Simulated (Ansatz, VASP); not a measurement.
**BiP in VASP and in Ansatz**

```xyz
2
Lattice="0.0000 2.8159 2.8159 2.8159 0.0000 2.8159 2.8159 2.8159 0.0000" Properties=species:S:1:pos:R:3 pbc="T T T"
Bi    0.0000    0.0000    0.0000
P     1.4079    1.4079    1.4079
```

Change from the starting cell: volume scaled by 0.68, PAW files.

Alike in both runs: task single point; functional PBEsol; k mesh 11 × 11 × 11; occupations fermi-dirac, width 0.05 eV; no spin polarisation.

```csv
,VASP,Ansatz
version,VASP 6.6.1,Ansatz 0.2.0
potentials or method,"VASP PAW PBE potentials, release 64 (Bi_d, P)","PAW with Ansatz's default frozen-core files, scalar-relativistic"
plane-wave cutoff (eV),500,420
valence electrons in the cell,20,20
```

```csv
,VASP,Ansatz,Ansatz less VASP
pressure (GPa),38.3,38.3,+0.04
```

VASP's potentials were made for PBE, not for PBEsol. Both programs put the cell under a high pressure, so it lies far from rest at this level.

Neither program's run includes spin-orbit coupling.
